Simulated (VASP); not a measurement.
Ge3Pd:

```
Pd Ge
1.0
     4.05747    0.00000    0.00000
     0.00000    4.05747    0.00000
     0.00000    0.00000    4.05747
Pd Ge
1 3
Direct
  0.00000 0.00000 0.00000
  0.50000 0.50000 0.00000
  0.50000 0.00000 0.50000
  0.00000 0.50000 0.50000
```

Base run:

```yaml
Program: VASP 6.6.1
Functional: PBE
Potentials_or_basis: VASP PAW PBE potentials, release 64 (Pd, Ge_d)
Cutoff: 520 eV
k_mesh: 7 × 7 × 7
Occupations: fermi-dirac, width 0.05 eV
Spin: no spin polarisation
```

Its results: band gap on the k mesh zero (band 26 reaches 8.60 eV, above the bottom of band 27 at 6.87 eV); pressure 6.3 GPa.

Problem. The run is repeated on the same cell with these changes: functional from PBE to r2SCAN. What comes out?

Solution. Band gap on the k mesh zero (band 26 reaches 8.56 eV, above the bottom of band 27 at 6.72 eV); pressure 3.2 GPa.

Caveats: the PAW data sets were made with another functional, which shifts forces and pressure a little (some runs).
